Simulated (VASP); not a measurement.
# LiInC3 (Cmmm) in VASP: notebook

The runs below take LiInC3 through single point, relaxation of cell and atoms, with PBE.

All numbers are computed with VASP 6.6.1; they aren't measurements. Logs are shortened: lines on timing, memory, paths and dates and some standing lists are left out, and cuts for length are marked.

## 1. The cell of the first run

It takes space group Cmmm (No. 65, orthorhombic). The conventional cell has a = 2.940 Å, b = 12.924 Å, c = 4.278 Å, α = 90.00°, β = 90.00°, γ = 90.00°. Li (site symmetry mmm) has 2 C at 1.47 Å within 2.0 Å. In (site symmetry mmm) has 2 C at 2.14 Å and 4 Li at 2.60 Å within 2.8 Å. Within 2.0 Å of C (site symmetry mmm) lie 2 Li at 1.47 Å. C (site symmetry 2/m) has 2 C at 1.47 Å within 2.0 Å.

## 2. Single point, PBE

INCAR

```
PREC = Accurate ; ENCUT = 520
EDIFF = 1E-7 ; ISMEAR = 0
SIGMA = 0.1 ; LREAL = False
LASPH = True ; NELM = 100
ALGO = Normal ; ISIF = 2
LWAVE = False ; LCHARG = False
GGA = PE ; NBANDS = 22
```

KPOINTS

```
Automatic mesh
0
Gamma
  14 14 10
```

POSCAR

```
LiInC3
1.0
    1.4699929734     -6.4619429710      0.0000000000
    1.4699929734      6.4619429710      0.0000000000
    0.0000000000      0.0000000000      4.2783105505
Li In C
1 1 3
Direct
    0.0000000000      0.0000000000      0.5000000000
    0.5000000000      0.5000000000      0.0000000000
    0.5000000000      0.5000000000      0.5000000000
    0.5000000000      0.0000000000      0.0000000000
    0.0000000000      0.5000000000      0.0000000000
```

Potentials or basis: VASP PAW PBE potentials, release 64 (Li_sv, In_d, C).

Command:

```sh
> cat potpaw_PBE.64/Li_sv/POTCAR potpaw_PBE.64/In_d/POTCAR potpaw_PBE.64/C/POTCAR > POTCAR
> mpirun -np 1 vasp_std > vasp.out
```

OUTCAR:

```text
PREC = Accurate
   ENCUT = 520
   EDIFF = 1E-7
   ISMEAR = 0
   LREAL = False
   LASPH = True
   NELM = 100
   ISIF = 2
   GGA = PE

 ion  position               nearest neighbor table
   1  0.000  0.000  0.500-   3 1.47   3 1.47   2 2.60   2 2.60   2 2.60   2 2.60
   2  0.500  0.500  0.000-   3 2.14   3 2.14   1 2.60   1 2.60   1 2.60   1 2.60
   3  0.500  0.500  0.500-   1 1.47   1 1.47   2 2.14   2 2.14
   4  0.500  0.000  0.000-   5 1.47   5 1.47
   5  0.000  0.500  0.000-   4 1.47   4 1.47

  LATTYP: Found a base centered orthorhombic cell.
 ALAT       =     2.9399859468
 B/A-ratio  =     4.3959005845
 C/A-ratio  =     1.4552146262

  Lattice vectors:

 A1 = (   1.4699929734,  -6.4619429710,   0.0000000000)
 A2 = (   1.4699929734,   6.4619429710,   0.0000000000)
 A3 = (   0.0000000000,   0.0000000000,   4.2783105505)

Analysis of symmetry for initial positions (statically):
=====================================================================
 Subroutine PRICEL returns:
 Original cell was already a primitive cell.

 Routine SETGRP: Setting up the symmetry group for a
 base centered orthorhombic supercell.

 Subroutine GETGRP returns: Found  8 space group operations
 (whereof  8 operations were pure point group operations)
 out of a pool of  8 trial point group operations.

The static configuration has the point symmetry D_2h.

Analysis of symmetry for dynamics (positions and initial velocities):
=====================================================================
 Subroutine PRICEL returns:
 Original cell was already a primitive cell.

 Routine SETGRP: Setting up the symmetry group for a
 base centered orthorhombic supercell.

 Subroutine GETGRP returns: Found  8 space group operations
 (whereof  8 operations were pure point group operations)
 out of a pool of  8 trial point group operations.

The dynamic configuration has the point symmetry D_2h.

 Subroutine INISYM returns: Found  8 space group operations
 (whereof  8 operations are pure point group operations),
 and found     1 'primitive' translations

----------------------------------------------------------------------------------------

                                     Primitive cell

  volume of cell :      81.2794

  direct lattice vectors                    reciprocal lattice vectors
     1.469992973 -6.461942971  0.000000000     0.340137680 -0.077376108  0.000000000
     1.469992973  6.461942971  0.000000000     0.340137680  0.077376108  0.000000000
     0.000000000  0.000000000  4.278310550     0.000000000  0.000000000  0.233737123

  length of vectors
     6.627034503  6.627034503  4.278310550     0.348827613  0.348827613  0.233737123

  position of ions in fractional coordinates (direct lattice)
     0.000000000  0.000000000  0.500000000
     0.500000000  0.500000000  0.000000000
     0.500000000  0.500000000  0.500000000
     0.500000000  0.000000000  0.000000000
     0.000000000  0.500000000  0.000000000

  ion indices of the primitive-cell ions
   primitive index   ion index
                 1           1
                 2           2
                 3           3
                 4           4
                 5           5

----------------------------------------------------------------------------------------

 KPOINTS: Automatic mesh

Automatic generation of k-mesh.
 Grid dimensions read from file:
 generate k-points for:   14   14   10

 Generating k-lattice:

  Cartesian coordinates                     Fractional coordinates (reciprocal lattice)
     0.024295549 -0.005526865  0.000000000     0.071428571  0.000000000  0.000000000
     0.024295549  0.005526865  0.000000000     0.000000000  0.071428571  0.000000000
     0.000000000  0.000000000  0.023373712     0.000000000  0.000000000  0.100000000

  Length of vectors
     0.024916258  0.024916258  0.023373712

  Shift w.r.t. Gamma in fractional coordinates (k-lattice)
     0.000000000  0.000000000  0.000000000

 Subroutine IBZKPT returns following result:
 ===========================================

 Found    342 irreducible k-points:

 Following reciprocal coordinates:
            Coordinates               Weight
  0.000000  0.000000  0.000000      1.000000
  0.071429  0.000000  0.000000      4.000000
  0.142857  0.000000  0.000000      4.000000
  0.214286 -0.000000  0.000000      4.000000
  0.285714 -0.000000  0.000000      4.000000
  0.357143  0.000000  0.000000      4.000000
[... 16 lines left out ...]
  0.214286  0.142857  0.000000      4.000000
  0.285714  0.142857  0.000000      4.000000
 [... further k-points ...]
   k-points           NKPTS =    342   k-points in BZ     NKDIM =    342   number of bands    NBANDS=     22
   number of dos      NEDOS =    301   number of ions     NIONS =      5
   total plane-waves  NPLWV =  80000
   dimension x,y,z NGX =    50 NGY =   50 NGZ =   32
   dimension x,y,z NGXF=   100 NGYF=  100 NGZF=   64
   ions per type =               1   1   3
   NGX,Y,Z   is equivalent  to a cutoff of  12.54, 12.54, 12.43 a.u.
   NGXF,Y,Z  is equivalent  to a cutoff of  25.09, 25.09, 24.87 a.u.
 SYSTEM =  unknown system
   PREC   = accura    normal or accurate (medium, high low for compatibility)
   ISTART =      0    job   : 0-new  1-cont  2-samecut
   ICHARG =      2    charge: 1-file 2-atom 10-const
   ISPIN  =      1    spin polarized calculation?
   LNONCOLLINEAR =      F non collinear calculations
   LSORBIT =      F    spin-orbit coupling
   LASPH  =      T    aspherical Exc in radial PAW
   ENCUT  =  520.0 eV  38.22 Ry    6.18 a.u.  12.32 12.32  7.95*2*pi/ulx,y,z
   NELM   =    100;   NELMIN=  2; NELMDL= -5     # of ELM steps
   EDIFF  = 0.1E-06   stopping-criterion for ELM
   LREAL  =      F    real-space projection
   EDIFFG = 0.1E-05   stopping-criterion for IOM
   NSW    =      0    number of steps for IOM
   IBRION =     -1    ionic relax: 0-MD 1-quasi-New 2-CG
   NFREE  =      0    steps in history (QN), initial steepest desc. (CG)
   ISIF   =      2    stress and relaxation
   ISYM   =      2    0-nonsym 1-usesym 2-fastsym
   POTIM  = 0.5000    time-step for ionic-motion
   TEBEG  =    0.0;   TEEND  =   0.0 temperature during run
   PSTRESS=    0.0 pullay stress
   NELECT =      28.0000    total number of electrons
   NUPDOWN=      -1.0000    fix difference up-down
   EMIN   =  10.00;   EMAX   =-10.00  energy-range for DOS
   EFERMI =   0.00;   METHOD = LEGACY
   ISMEAR =     0;   SIGMA  =   0.10  broadening in eV -4-tet -1-fermi 0-gaus
   EFERMI_NEDOS =   21; number of points for ismear=-14 and -15
   IALGO  =     38    algorithm
   IMIX   =      4    mixing-type and parameters
     AMIX     =   0.40;   BMIX     =  1.00
     AMIX_MAG =   1.60;   BMIX_MAG =  1.00
  volume/ion in A,a.u.               =      16.26       109.70
  Fermi-wavevector in a.u.,A,eV,Ry     =   1.147627  2.168700 17.919510  1.317047
  Thomas-Fermi vector in A             =   2.284306
   LORBIT       =      0    0 simple, 1 ext, 2 COOP (PROOUT), +10 PAW based schemes
   GGA     = PE    functional components
   LHFCALC =     F    Hartree Fock is set to
   AEXX    =    0.0000 exact exchange contribution
   IVDW    =     0    specifies the selected vdW correction
   LEPSILON=     F    determine dielectric tensor
   LRPA    =     F    only Hartree local field effects (RPA)
 non-spin polarized calculation
 Gauss-broadening in eV      SIGMA  =   0.10
  energy-cutoff  :      520.00
  volume of cell :       81.28
 maximum number of plane-waves:      2220
 NGX is ok and might be reduce to    50
   NGX = 25   NGY = 25   NGZ = 15

 number of electron      27.9999999 magnetization

 Free energy of the ion-electron system (eV)
  ---------------------------------------------------
  ext. energy  EPLUGINS =         0.00000000
  ---------------------------------------------------
  free energy    TOTEN  =       -21.54040572 eV

  energy without entropy =      -21.53318096  energy(sigma->0) =      -21.53679334

 E-fermi :   2.4911     XC(G=0):  -8.6659

 val. band max:        2.4834194936   @ k =   0.4286   0.4286   0.0000
 cond. band min:       2.4925570383   @ k =   0.2143   0.2143   0.1000
 fundamental gap:      0.0091375447
 Fermi energy:         2.4910852027

 k-point     1 :       0.0000    0.0000    0.0000
  band No.  band energies     occupation
      1     -41.8842      2.00000
      2     -12.6188      2.00000
      3     -12.5787      2.00000
      4     -12.2837      2.00000
      5     -11.9363      2.00000
      6     -11.8833      2.00000
[... 14 lines left out ...]
     21      10.9469      0.00000
     22      11.8453      0.00000

 k-point     2 :       0.0714    0.0000    0.0000
  band No.  band energies     occupation
      1     -41.8839      2.00000
      2     -12.5994      2.00000
      3     -12.5304      2.00000
      4     -12.2604      2.00000
      5     -11.9341      2.00000
      6     -11.9002      2.00000
[... 14 lines left out ...]
     21      11.0294      0.00000
     22      11.7527      0.00000

 k-point     3 :       0.1429    0.0000    0.0000
  band No.  band energies     occupation
      1     -41.8832      2.00000
      2     -12.5610      2.00000
      3     -12.3957      2.00000
      4     -12.1686      2.00000
      5     -11.9467      2.00000
      6     -11.9282      2.00000
[... 14 lines left out ...]
     21      11.2313      0.00000
     22      11.4926      0.00000

 k-point     4 :       0.2143   -0.0000    0.0000
  band No.  band energies     occupation
      1     -41.8822      2.00000
      2     -12.5349      2.00000
      3     -12.2191      2.00000
      4     -12.0180      2.00000
      5     -11.9490      2.00000
      6     -11.9432      2.00000
[... 14 lines left out ...]
     21      10.3204      0.00000
     22      10.8349      0.00000

 k-point     5 :       0.2857   -0.0000    0.0000
  band No.  band energies     occupation
      1     -41.8810      2.00000
      2     -12.5271      2.00000
      3     -12.0890      2.00000
      4     -12.0463      2.00000
      5     -12.0249      2.00000
      6     -11.9102      2.00000
[... 417 lines left out ...]
 k-point    22 :       0.1429    0.1429    0.0000
  band No.  band energies     occupation
      1     -41.8810      2.00000
      2     -12.5275      2.00000
      3     -12.0861      2.00000
      4     -12.0525      2.00000
      5     -12.0249      2.00000
      6     -11.9101      2.00000
[... 14 lines left out ...]
     21       8.8803      0.00000
     22      10.1399      0.00000

 k-point    23 :       0.2143    0.1429    0.0000
  band No.  band energies     occupation
      1     -41.8800      2.00000
      2     -12.5290      2.00000
      3     -12.1504      2.00000
      4     -12.0967      2.00000
      5     -11.9068      2.00000
      6     -11.9016      2.00000
[... 14 lines left out ...]
     21       9.4178      0.00000
     22       9.4266      0.00000

 k-point    24 :       0.2857    0.1429    0.0000
  band No.  band energies     occupation
      1     -41.8794      2.00000
      2     -12.5326      2.00000
      3     -12.1946      2.00000
      4     -12.1454      2.00000
      5     -11.8956      2.00000
      6     -11.8081      2.00000
[... 14 lines left out ...]
     21       9.2904      0.00000
     22      10.1938      0.00000

 [... further k-points ...]
[... 5 lines left out ...]
  --------------------------------------------------------------------------------------
  -------------------------------------------------------------------------------------
  Total        0.3740168     -0.0377342     -0.0386035     -0.0000000      0.0000000      0.0000000
  in kB        7.3726050     -0.7438145     -0.7609514     -0.0000000      0.0000000      0.0000000
  external PRESSURE =       1.9559464 kB  Pullay stress =       0.0000000 kB

 VOLUME and BASIS-vectors are now :
 -----------------------------------------------------------------------------
  energy-cutoff  :      520.00
  volume of cell :       81.28
      direct lattice vectors                 reciprocal lattice vectors
     1.469992973 -6.461942971  0.000000000     0.340137680 -0.077376108  0.000000000
     1.469992973  6.461942971  0.000000000     0.340137680  0.077376108  0.000000000
     0.000000000  0.000000000  4.278310550     0.000000000  0.000000000  0.233737123

 POSITION                                       TOTAL-FORCE (eV/Angst)
 -----------------------------------------------------------------------------------
      0.00000      0.00000      2.13916         0.000000      0.000000      0.000000
      1.46999      0.00000      0.00000         0.000000     -0.000000      0.000000
      1.46999      0.00000      2.13916         0.000000      0.000000      0.000000
      0.73500     -3.23097      0.00000         0.000000      0.000000      0.000000
      0.73500      3.23097      0.00000         0.000000      0.000000      0.000000
 -----------------------------------------------------------------------------------
    total drift:                               -0.000000      0.000000     -0.000000

  FREE ENERGIE OF THE ION-ELECTRON SYSTEM (eV)
  ---------------------------------------------------
  free  energy   TOTEN  =       -21.5404057235 eV

  energy  without entropy=      -21.5331809606  energy(sigma->0) =      -21.53679334
```

Run time: 8.5 min. Hardware: 1 thread of Intel Xeon 6975P-C (Granite Rapids), shared host; peak memory 0.68 GiB.

Results:

```
Free energy            : -21.5404 eV
Band gap on the k mesh : zero (band 14 reaches 2.95 eV, above the bottom of band 15 at 1.27 eV)
```

Levels at points of the mesh, in eV from the Fermi level:
```csv
k point,band 10,band 11,band 12,band 13,band 14,band 15,band 16,band 17,band 18,band 19
"(0.00, 0.00, 0.00)",-5.05,-4.22,-3.67,-1.69,-1.67,-1.22,2.65,4.65,5.03,6.81
"(0.50, 0.00, 0.00)",-2.50,-2.38,-1.04,-0.89,-0.05,-0.04,0.27,2.05,3.41,5.49
"(0.50, 0.50, 0.00)",-4.53,-4.05,-3.87,-2.44,-1.22,-1.22,2.64,3.58,6.36,6.85
"(0.00, 0.00, 0.50)",-7.51,-4.77,-4.32,-1.21,-0.84,2.47,2.70,4.01,6.02,6.80
"(0.50, 0.00, 0.50)",-4.12,-1.92,-0.58,-0.49,-0.47,-0.40,0.60,0.94,5.12,6.39
"(0.50, 0.50, 0.50)",-7.74,-4.41,-4.02,-1.01,-0.84,1.09,2.69,4.36,5.48,6.88
```

Caveat: the cutoff is under 1.25 times the usual one of these potentials, so pressure, stress and relaxed cells hold a basis-set (Pulay) error; spin-orbit coupling is left out, which moves the levels of the heavy elements.

## 3. Single point, PBE

This run uses another cell than the first one, of 14.40 Å³/atom, 0.886 times its volume.

INCAR

```
SYSTEM = LiInC3
PREC = Accurate
ENCUT = 520
EDIFF = 1E-6
ISMEAR = 0
SIGMA = 0.1
LREAL = .False.
LASPH = .True.
NELM = 100
ALGO = Normal
ISIF = 2
LWAVE = .False.
LCHARG = .False.
GGA = PE
NBANDS = 22
```

KPOINTS

```
Automatic mesh
0
Gamma
  4 4 4
  0 0 0
```

Changes to POSCAR since step 2:

```diff
@@ -2,5 +2,5 @@
 1.0
-    1.4699929734     -6.4619429710      0.0000000000
-    1.4699929734      6.4619429710      0.0000000000
-    0.0000000000      0.0000000000      4.2783105505
+    1.6265332650     -5.1594558622      0.0000000000
+    1.6265332650      5.1594558622      0.0000000000
+    0.0000000000      0.0000000000      4.2894180450
 Li In C
```

Potentials or basis: VASP PAW PBE potentials, release 64 (Li_sv, In_d, C).

Command:

```sh
> cat potpaw_PBE.64/Li_sv/POTCAR potpaw_PBE.64/In_d/POTCAR potpaw_PBE.64/C/POTCAR > POTCAR
> mpirun -np 1 vasp_std > vasp.out
```

Run time: 19 s. Hardware: 1 thread of Intel Xeon 6975P-C (Granite Rapids), shared host; peak memory 0.22 GiB.

It converged, with:

* Free energy: -20.9027 eV
* Band gap on the k mesh: zero (band 14 reaches 3.89 eV, above the bottom of band 15 at 2.94 eV)

Levels at points of the mesh, in eV from the Fermi level:
```tsv
k point	band 12	band 13	band 14	band 15	band 16	band 17
(0.00, 0.00, 0.00)	-2.18	-1.21	-1.09	-0.48	-0.23	4.23
(0.50, 0.00, 0.00)	-1.54	-1.05	0.07	0.21	0.80	2.74
(0.50, 0.50, 0.00)	-2.87	-1.44	-1.41	-0.35	0.98	4.62
(0.00, 0.00, 0.50)	-3.30	-0.68	-0.61	-0.42	3.96	4.62
(0.50, 0.00, 0.50)	-0.98	-0.44	-0.04	0.27	0.45	1.21
(0.50, 0.50, 0.50)	-1.75	-0.69	-0.59	0.15	3.40	4.65
```

Caveat: the k points lie up to 0.51 Å⁻¹ apart; the cutoff is under 1.25 times the usual one of these potentials, so pressure, stress and relaxed cells hold a basis-set (Pulay) error; spin-orbit coupling is left out, which moves the levels of the heavy elements.

## 4. Single point, PBE

This run uses another cell than the first one, of 15.37 Å³/atom, 0.945 times its volume.

INCAR

```
ALGO = Normal ; EDIFF = 1E-7
ENCUT = 520 ; GGA = PE
ISIF = 2 ; ISMEAR = 0
LASPH = T ; LCHARG = T
LELF = T ; LREAL = F
LVHAR = T ; LWAVE = F
NBANDS = 22 ; NELM = 100
PREC = Accurate ; SIGMA = 0.1
```

KPOINTS

```
k-points
0
Gamma
  6 6 4
```

Changes to POSCAR since step 3:

```diff
@@ -2,5 +2,5 @@
 1.0
-    1.6265332650     -5.1594558622      0.0000000000
-    1.6265332650      5.1594558622      0.0000000000
-    0.0000000000      0.0000000000      4.2894180450
+    1.4730804539     -6.1111687306      0.0000000000
+    1.4730804539      6.1111687306      0.0000000000
+    0.0000000000      0.0000000000      4.2675302309
 Li In C
```

Command:

```sh
> cat potpaw_PBE.64/Li_sv/POTCAR potpaw_PBE.64/In_d/POTCAR potpaw_PBE.64/C/POTCAR > POTCAR
> mpirun -np 1 vasp_std > vasp.out
```

Run time: 52 s. Hardware: 1 thread of Intel Xeon 6975P-C (Granite Rapids), shared host; peak memory 0.29 GiB.

The run converged. Its results:

```
Free energy            : -21.4993 eV
Band gap on the k mesh : zero (band 14 reaches 3.25 eV, above the bottom of band 15 at 1.56 eV)
```

Levels at points of the mesh, in eV from the Fermi level:
```
           k point  band 12  band 13  band 14  band 15  band 16  band 17
(0.00, 0.00, 0.00)    -3.52    -1.69    -1.47    -1.33     2.66     5.18
(0.50, 0.00, 0.00)    -1.12    -0.98     0.06     0.08     0.41     2.17
(0.50, 0.50, 0.00)    -3.74    -2.41    -1.34    -1.02     2.65     3.76
(0.00, 0.00, 0.50)    -4.19    -1.23    -0.94     2.71     3.11     4.05
(0.50, 0.00, 0.50)    -0.57    -0.41    -0.38    -0.33     0.59     0.91
(0.50, 0.50, 0.50)    -3.76    -0.94    -0.93     1.28     2.68     4.45
```

Caveat: the k points lie up to 0.37 Å⁻¹ apart; the cutoff is under 1.25 times the usual one of these potentials, so pressure, stress and relaxed cells hold a basis-set (Pulay) error; spin-orbit coupling is left out, which moves the levels of the heavy elements.

(Continued in part 2 of 2.)
